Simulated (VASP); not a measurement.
# HfC (I4/mmm) in VASP: notebook

HfC is run at these levels: PBEsol; tasks: single point.

Program: VASP 6.6.1. These are calculated values, not measurements. Logs are shortened: lines on timing, memory, paths and dates and some standing lists are left out, and cuts for length are marked.

**1. The cell of the first run**

The structure is tetragonal, space group I4/mmm (No. 139). The conventional cell has a = 3.288 Å, b = 3.288 Å, c = 5.057 Å, α = 90.00°, β = 90.00°, γ = 90.00°. Within 3.1 Å of Hf (site symmetry 4/mmm) lie 6 C at 2.33 to 2.53 Å. Within 3.1 Å of C (site symmetry 4/mmm) lie 6 Hf at 2.33 to 2.53 Å.

**2. Single point, PBEsol (strain +0.0875 x Voigt [0, 1, 0, 0, 0, 0])**

Input file INCAR:

```
ALGO = Normal
EDIFF = 1E-7
ENCUT = 520
GGA = PS
ISIF = 2
ISMEAR = 0
LASPH = True
LCHARG = True
LELF = True
LREAL = False
LVHAR = True
LWAVE = False
NBANDS = 14
NELM = 60
PREC = Accurate
SIGMA = 0.15
```

Input file KPOINTS:

```
k-points
0
Gamma
  18 18 18
```

Input file POSCAR:

```
HfC
1.0
    0.0000000000      2.5284375000      2.3250000000
    2.3250000000      0.0000000000      2.3250000000
    2.3250000000      2.5284375000      0.0000000000
Hf C
1 1
Direct
    0.5000000000      0.5000000000      0.5000000000
    0.0000000000      0.0000000000      0.0000000000
```

Potentials or basis: VASP PAW PBE potentials, release 64 (Hf_pv, C).

Run with:

```sh
cat potpaw_PBE.64/Hf_pv/POTCAR potpaw_PBE.64/C/POTCAR > POTCAR
mpirun -np 1 vasp_std > vasp.out
```

OUTCAR:

```text
EDIFF = 1E-7
   ENCUT = 520
   GGA = PS
   ISIF = 2
   ISMEAR = 0
   LASPH = True
   LREAL = False
   NELM = 60
   PREC = Accurate

 ion  position               nearest neighbor table
   1  0.500  0.500  0.500-   2 2.33   2 2.33   2 2.33   2 2.33   2 2.53   2 2.53
   2  0.000  0.000  0.000-   1 2.33   1 2.33   1 2.33   1 2.33   1 2.53   1 2.53

  LATTYP: Found a body centered tetragonal cell.
 ALAT       =     3.2880465325
 C/A-ratio  =     1.5379572491

  Lattice vectors:

 A1 = (   0.0000000000,  -2.5284375000,   2.3250000000)
 A2 = (   0.0000000000,  -2.5284375000,  -2.3250000000)
 A3 = (   2.3250000000,   2.5284375000,   0.0000000000)

Analysis of symmetry for initial positions (statically):
=====================================================================
 Subroutine PRICEL returns:
 Original cell was already a primitive cell.

 Routine SETGRP: Setting up the symmetry group for a
 body centered tetragonal supercell.

 Subroutine GETGRP returns: Found 16 space group operations
 (whereof 16 operations were pure point group operations)
 out of a pool of 16 trial point group operations.

The static configuration has the point symmetry D_4h.

Analysis of symmetry for dynamics (positions and initial velocities):
=====================================================================
 Subroutine PRICEL returns:
 Original cell was already a primitive cell.

 Routine SETGRP: Setting up the symmetry group for a
 body centered tetragonal supercell.

 Subroutine GETGRP returns: Found 16 space group operations
 (whereof 16 operations were pure point group operations)
 out of a pool of 16 trial point group operations.

The dynamic configuration has the point symmetry D_4h.

 Subroutine INISYM returns: Found 16 space group operations
 (whereof 16 operations are pure point group operations),
 and found     1 'primitive' translations

----------------------------------------------------------------------------------------

                                     Primitive cell

  volume of cell :      27.3356

  direct lattice vectors                    reciprocal lattice vectors
     0.000000000  2.528437500  2.325000000    -0.215053763  0.197750587  0.215053763
     2.325000000  0.000000000  2.325000000     0.215053763 -0.197750587  0.215053763
     2.325000000  2.528437500  0.000000000     0.215053763  0.197750587 -0.215053763

  length of vectors
     3.434912108  3.288046533  3.434912108     0.362769261  0.362769261  0.362769261

  position of ions in fractional coordinates (direct lattice)
     0.500000000  0.500000000  0.500000000
     0.000000000  0.000000000  0.000000000

  ion indices of the primitive-cell ions
   primitive index   ion index
                 1           1
                 2           2

----------------------------------------------------------------------------------------

 KPOINTS: k-points

Automatic generation of k-mesh.
 Grid dimensions read from file:
 generate k-points for:   18   18   18

 Generating k-lattice:

  Cartesian coordinates                     Fractional coordinates (reciprocal lattice)
    -0.011947431  0.010986144  0.011947431     0.055555556  0.000000000 -0.000000000
     0.011947431 -0.010986144  0.011947431     0.000000000  0.055555556  0.000000000
     0.011947431  0.010986144 -0.011947431    -0.000000000  0.000000000  0.055555556

  Length of vectors
     0.020153848  0.020153848  0.020153848

  Shift w.r.t. Gamma in fractional coordinates (k-lattice)
     0.000000000  0.000000000  0.000000000

 Subroutine IBZKPT returns following result:
 ===========================================

 Found    480 irreducible k-points:

 Following reciprocal coordinates:
            Coordinates               Weight
  0.000000  0.000000  0.000000      1.000000
  0.055556  0.000000 -0.000000      8.000000
  0.111111  0.000000 -0.000000      8.000000
  0.166667  0.000000  0.000000      8.000000
  0.222222  0.000000 -0.000000      8.000000
  0.277778  0.000000 -0.000000      8.000000
[... 16 lines left out ...]
 -0.277778  0.055556  0.000000     16.000000
 -0.222222  0.055556  0.000000     16.000000
 [... further k-points ...]
   k-points           NKPTS =    480   k-points in BZ     NKDIM =    480   number of bands    NBANDS=     14
   number of dos      NEDOS =    301   number of ions     NIONS =      2
   total plane-waves  NPLWV =  18816
   dimension x,y,z NGX =    28 NGY =   24 NGZ =   28
   dimension x,y,z NGXF=    56 NGYF=   48 NGZF=   56
   ions per type =               1   1
   NGX,Y,Z   is equivalent  to a cutoff of  13.55, 12.13, 13.55 a.u.
   NGXF,Y,Z  is equivalent  to a cutoff of  27.10, 24.27, 27.10 a.u.
 SYSTEM =  unknown system
   PREC   = accura    normal or accurate (medium, high low for compatibility)
   ISTART =      0    job   : 0-new  1-cont  2-samecut
   ICHARG =      2    charge: 1-file 2-atom 10-const
   ISPIN  =      1    spin polarized calculation?
   LNONCOLLINEAR =      F non collinear calculations
   LSORBIT =      F    spin-orbit coupling
   LASPH  =      T    aspherical Exc in radial PAW
   ENCUT  =  520.0 eV  38.22 Ry    6.18 a.u.   6.39  6.11  6.39*2*pi/ulx,y,z
   NELM   =     60;   NELMIN=  2; NELMDL= -5     # of ELM steps
   EDIFF  = 0.1E-06   stopping-criterion for ELM
   LREAL  =      F    real-space projection
   EDIFFG = 0.1E-05   stopping-criterion for IOM
   NSW    =      0    number of steps for IOM
   IBRION =     -1    ionic relax: 0-MD 1-quasi-New 2-CG
   NFREE  =      0    steps in history (QN), initial steepest desc. (CG)
   ISIF   =      2    stress and relaxation
   ISYM   =      2    0-nonsym 1-usesym 2-fastsym
   POTIM  = 0.5000    time-step for ionic-motion
   TEBEG  =    0.0;   TEEND  =   0.0 temperature during run
   PSTRESS=    0.0 pullay stress
   NELECT =      14.0000    total number of electrons
   NUPDOWN=      -1.0000    fix difference up-down
   EMIN   =  10.00;   EMAX   =-10.00  energy-range for DOS
   EFERMI =   0.00;   METHOD = LEGACY
   ISMEAR =     0;   SIGMA  =   0.15  broadening in eV -4-tet -1-fermi 0-gaus
   EFERMI_NEDOS =   21; number of points for ismear=-14 and -15
   IALGO  =     38    algorithm
   IMIX   =      4    mixing-type and parameters
     AMIX     =   0.40;   BMIX     =  1.00
     AMIX_MAG =   1.60;   BMIX_MAG =  1.00
  volume/ion in A,a.u.               =      13.67        92.23
  Fermi-wavevector in a.u.,A,eV,Ry     =   1.309809  2.475181 23.342167  1.715601
  Thomas-Fermi vector in A             =   2.440383
   LORBIT       =      0    0 simple, 1 ext, 2 COOP (PROOUT), +10 PAW based schemes
   GGA     = PS    functional components
   LHFCALC =     F    Hartree Fock is set to
   AEXX    =    0.0000 exact exchange contribution
   IVDW    =     0    specifies the selected vdW correction
   LEPSILON=     F    determine dielectric tensor
   LRPA    =     F    only Hartree local field effects (RPA)
 non-spin polarized calculation
 Gauss-broadening in eV      SIGMA  =   0.15
  energy-cutoff  :      520.00
  volume of cell :       27.34
 maximum number of plane-waves:       752
 NGX is ok and might be reduce to    28
   NGX = 13   NGY = 13   NGZ = 13

 number of electron      14.0000000 magnetization

 Free energy of the ion-electron system (eV)
  ---------------------------------------------------
  ext. energy  EPLUGINS =         0.00000000
  ---------------------------------------------------
  free energy    TOTEN  =       -21.87569669 eV

  energy without entropy =      -21.87222082  energy(sigma->0) =      -21.87395876

 E-fermi :   5.2094     XC(G=0): -12.0008

 val. band max:        5.2004962807   @ k =   0.5000   0.4444   0.0556
 cond. band min:       5.2196208142   @ k =   0.2778   0.0000   0.2778
 fundamental gap:      0.0191245335
 Fermi energy:         5.2093504014

 k-point     1 :       0.0000    0.0000    0.0000
  band No.  band energies     occupation
      1     -24.7948      2.00000
      2     -24.6445      2.00000
      3     -24.6445      2.00000
      4      -6.6984      2.00000
      5       5.9686      0.00000
      6       5.9869      0.00000
      7       6.2646      0.00000
      8       6.2646      0.00000
      9       6.8048      0.00000
     10       6.8048      0.00000
     11       7.3297      0.00000
     12       8.7980      0.00000
     13      11.6373      0.00000
     14      15.9473      0.00000

 k-point     2 :       0.0556    0.0000   -0.0000
  band No.  band energies     occupation
      1     -24.8004      2.00000
      2     -24.6575      2.00000
      3     -24.6451      2.00000
      4      -6.6286      2.00000
      5       5.4555      0.02032
      6       5.5613      0.00090
      7       5.9113      0.00000
      8       6.4856      0.00000
      9       6.9226      0.00000
     10       7.0342      0.00000
     11       7.7620      0.00000
     12       9.1764      0.00000
     13      11.8261      0.00000
     14      16.1462      0.00000

 k-point     3 :       0.1111    0.0000   -0.0000
  band No.  band energies     occupation
      1     -24.8195      2.00000
      2     -24.6917      2.00000
      3     -24.6468      2.00000
      4      -6.4230      2.00000
      5       4.5976      2.00000
      6       4.9171      1.99413
      7       5.2586      0.64223
      8       6.7756      0.00000
      9       7.1416      0.00000
     10       7.2926      0.00000
     11       8.6178      0.00000
     12      10.0334      0.00000
     13      12.3269      0.00000
     14      16.7031      0.00000

 k-point     4 :       0.1667    0.0000    0.0000
  band No.  band energies     occupation
      1     -24.8591      2.00000
      2     -24.7329      2.00000
      3     -24.6494      2.00000
      4      -6.0934      2.00000
      5       3.6718      2.00000
      6       4.2770      2.00000
      7       4.5855      2.00000
      8       7.1690      0.00000
      9       7.4523      0.00000
     10       7.5164      0.00000
     11       9.5719      0.00000
     12      11.0817      0.00000
     13      12.9929      0.00000
     14      17.4788      0.00000

 k-point     5 :       0.2222    0.0000   -0.0000
  band No.  band energies     occupation
      1     -24.9234      2.00000
      2     -24.7662      2.00000
      3     -24.6525      2.00000
      4      -5.6581      2.00000
      5       2.7363      2.00000
      6       3.7024      2.00000
      7       3.9736      2.00000
      8       7.6767      0.00000
      9       7.7723      0.00000
     10       7.8550      0.00000
     11      10.5465      0.00000
[... 276 lines left out ...]
 k-point    22 :      -0.3333    0.0556    0.0000
  band No.  band energies     occupation
      1     -25.0960      2.00000
      2     -24.8099      2.00000
      3     -24.6741      2.00000
      4      -4.4100      2.00000
      5       0.7389      2.00000
      6       2.7129      2.00000
      7       3.0344      2.00000
      8       8.4824      0.00000
      9       8.9420      0.00000
     10       9.5432      0.00000
     11      12.7504      0.00000
     12      13.6166      0.00000
     13      14.5946      0.00000
     14      17.8835      0.00000

 k-point    23 :      -0.2778    0.0556    0.0000
  band No.  band energies     occupation
      1     -25.0262      2.00000
      2     -24.7901      2.00000
      3     -24.6717      2.00000
      4      -4.9652      2.00000
      5       1.5253      2.00000
      6       3.0392      2.00000
      7       3.4232      2.00000
      8       8.0275      0.00000
      9       8.3002      0.00000
     10       9.0306      0.00000
     11      12.1240      0.00000
     12      13.0400      0.00000
     13      14.3158      0.00000
     14      18.0029      0.00000

 k-point    24 :      -0.2222    0.0556    0.0000
  band No.  band energies     occupation
      1     -24.9522      2.00000
      2     -24.7642      2.00000
      3     -24.6684      2.00000
      4      -5.4855      2.00000
      5       2.3716      2.00000
      6       3.4710      2.00000
      7       3.8932      2.00000
      8       7.5837      0.00000
      9       7.8330      0.00000
     10       8.5135      0.00000
     11      11.2261      0.00000
     12      12.0642      0.00000
     13      13.9522      0.00000
     14      18.2569      0.00000

 [... further k-points ...]

------------------------ aborting loop because EDIFF is reached ----------------------------------------

  FORCE on cell =-STRESS in cart. coord.  units (eV):
  Direction    XX          YY          ZZ          XY          YZ          ZX
  --------------------------------------------------------------------------------------
  -------------------------------------------------------------------------------------
  Total       -2.3811463     -5.5729588     -2.3811463      0.0000000     -0.0000000      0.0000000
  in kB     -139.5624298   -326.6391857   -139.5624298      0.0000000     -0.0000000      0.0000000
  external PRESSURE =    -201.9213484 kB  Pullay stress =       0.0000000 kB

 VOLUME and BASIS-vectors are now :
 -----------------------------------------------------------------------------
  energy-cutoff  :      520.00
  volume of cell :       27.34
      direct lattice vectors                 reciprocal lattice vectors
     0.000000000  2.528437500  2.325000000    -0.215053763  0.197750587  0.215053763
     2.325000000  0.000000000  2.325000000     0.215053763 -0.197750587  0.215053763
     2.325000000  2.528437500  0.000000000     0.215053763  0.197750587 -0.215053763

 POSITION                                       TOTAL-FORCE (eV/Angst)
 -----------------------------------------------------------------------------------
      2.32500      2.52844      2.32500         0.000000     -0.000000      0.000000
      0.00000      0.00000      0.00000        -0.000000      0.000000     -0.000000
 -----------------------------------------------------------------------------------
    total drift:                                0.000000      0.000000      0.000000

  FREE ENERGIE OF THE ION-ELECTRON SYSTEM (eV)
  ---------------------------------------------------
  free  energy   TOTEN  =       -21.8756966883 eV

  energy  without entropy=      -21.8722208244  energy(sigma->0) =      -21.87395876
```

Run time: 4.5 min. Hardware: 1 thread of Intel Xeon 8259CL, shared host; peak memory 0.31 GiB.

Results:

* Free energy: -21.8757 eV
* Pressure: -20.2 GPa
* Band gap on the k mesh: zero (bands 7 and 8 overlap by 1.64 eV)

Caveat: the cell differs from its parent crystal (strain +0.0875 x Voigt [0, 1, 0, 0, 0, 0]); the stress differs along the axes, from -33 to -14 GPa; the PAW data sets were made with another functional, which shifts forces and pressure a little; spin-orbit coupling is left out, which moves the levels of the heavy elements.

**3. Single point, PBEsol (strain +0.1000 x Voigt [0, 1, 0, 0, 0, 0])**

Input file INCAR:

```
SYSTEM = HfC
PREC     = Accurate       ! precision mode
ENCUT    = 520            ! plane-wave cutoff, eV
EDIFF    = 1E-6           ! SCF threshold, eV
ISMEAR   = 0              ! smearing method
SIGMA    = 0.15           ! smearing width, eV
LREAL    = .False.        ! projectors in reciprocal space
LASPH    = .True.         ! aspherical terms in the spheres
NELM     = 100            ! most SCF steps
ALGO     = Normal         ! electronic algorithm
ISIF     = 2              ! what is computed and relaxed
LWAVE    = .False.        ! write WAVECAR
LCHARG   = .True.         ! write CHGCAR
GGA      = PS             ! functional
LELF     = .True.         ! ELF
LVHAR    = .True.       
NBANDS   = 14             ! bands
```

Input file KPOINTS:

```
Automatic mesh
0
Gamma
  18 18 18
  0 0 0
```

Input file POSCAR:

```
HfC
1.0
    0.0000000000      2.5575000000      2.3250000000
    2.3250000000      0.0000000000      2.3250000000
    2.3250000000      2.5575000000      0.0000000000
Hf C
1 1
Direct
    0.5000000000      0.5000000000      0.5000000000
    0.0000000000      0.0000000000      0.0000000000
```

Potentials or basis: VASP PAW PBE potentials, release 64 (Hf_pv, C).

Run with:

```sh
cat potpaw_PBE.64/Hf_pv/POTCAR potpaw_PBE.64/C/POTCAR > POTCAR
mpirun -np 1 vasp_std > vasp.out
```

OUTCAR:

```text
SYSTEM = HfC
   PREC = Accurate
   ENCUT = 520
   EDIFF = 1E-6
   ISMEAR = 0
   LREAL = .False.
   LASPH = .True.
   NELM = 100
   ISIF = 2
   GGA = PS

 ion  position               nearest neighbor table
   1  0.500  0.500  0.500-   2 2.33   2 2.33   2 2.33   2 2.33   2 2.56   2 2.56
   2  0.000  0.000  0.000-   1 2.33   1 2.33   1 2.33   1 2.33   1 2.56   1 2.56

  LATTYP: Found a body centered tetragonal cell.
 ALAT       =     3.2880465325
 C/A-ratio  =     1.5556349186

  Lattice vectors:

 A1 = (   0.0000000000,  -2.5575000000,   2.3250000000)
[... 596 lines left out ...]

  FORCE on cell =-STRESS in cart. coord.  units (eV):
  Direction    XX          YY          ZZ          XY          YZ          ZX
  --------------------------------------------------------------------------------------
  -------------------------------------------------------------------------------------
  Total       -2.5442108     -5.9161762     -2.5442108      0.0000000      0.0000000      0.0000000
  in kB     -147.4253370   -342.8152479   -147.4253370      0.0000000      0.0000000      0.0000000
  external PRESSURE =    -212.5553073 kB  Pullay stress =       0.0000000 kB

 VOLUME and BASIS-vectors are now :
 -----------------------------------------------------------------------------
  energy-cutoff  :      520.00
  volume of cell :       27.65
      direct lattice vectors                 reciprocal lattice vectors
     0.000000000  2.557500000  2.325000000    -0.215053763  0.195503421  0.215053763
     2.325000000  0.000000000  2.325000000     0.215053763 -0.195503421  0.215053763
     2.325000000  2.557500000  0.000000000     0.215053763  0.195503421 -0.215053763

 POSITION                                       TOTAL-FORCE (eV/Angst)
 -----------------------------------------------------------------------------------
      2.32500      2.55750      2.32500         0.000000      0.000000     -0.000000
      0.00000      0.00000      0.00000         0.000000     -0.000000      0.000000
 -----------------------------------------------------------------------------------
    total drift:                                0.000000      0.000000      0.000000

  FREE ENERGIE OF THE ION-ELECTRON SYSTEM (eV)
  ---------------------------------------------------
  free  energy   TOTEN  =       -21.8100961713 eV

  energy  without entropy=      -21.8066011445  energy(sigma->0) =      -21.80834866
```

stdout:

```text
POSCAR found type information on POSCAR HfC
 POSCAR found :  2 types and       2 ions
 scaLAPACK will be used
 -----------------------------------------------------------------------------
|                                                                             |
|                                                                             |
|     You enforced a specific xc type in the INCAR file but a different       |
|     I HOPE YOU KNOW WHAT YOU ARE DOING!                                     |
|                                                                             |
 -----------------------------------------------------------------------------

 LDA part: xc-table for (Slater+PW92), standard interpolation
 POSCAR, INCAR and KPOINTS ok, starting setup
 FFT: planning ... GRIDC
 FFT: planning ... GRID_SOFT
 FFT: planning ... GRID
 WAVECAR not read
 entering main loop
```

Run time: 4.1 min. Hardware: 1 thread of Intel Xeon 8259CL, shared host; peak memory 0.31 GiB.

Results:

```yaml
Free_energy: -21.8101 eV
Pressure: -21.3 GPa
Band_gap_on_the_k_mesh: zero (bands 7 and 8 overlap by 1.61 eV)
```

Levels at points of the mesh, in eV from the Fermi level:
```
           k point  band 3  band 4  band 5  band 6  band 7  band 8  band 9  band 10  band 11  band 12
(0.00, 0.00, 0.00)  -29.90  -11.86    0.71    0.73    1.05    1.05    1.63     1.63     1.92     3.61
(0.50, 0.00, 0.00)  -29.91   -8.53   -5.79   -2.88   -2.69    4.50    4.97     5.40     5.89     8.74
(0.50, 0.50, 0.00)  -30.15   -9.97   -2.36   -1.58   -0.40   -0.26    4.33     5.31     6.55     7.52
(0.50, 0.00, 0.50)  -30.02  -10.18   -3.20   -1.44    0.15    0.15    4.77     5.87     5.87     6.83
```

Caveat: the cell differs from its parent crystal (strain +0.1000 x Voigt [0, 1, 0, 0, 0, 0]); the stress differs along the axes, from -34 to -15 GPa; the PAW data sets were made with another functional, which shifts forces and pressure a little; spin-orbit coupling is left out, which moves the levels of the heavy elements.
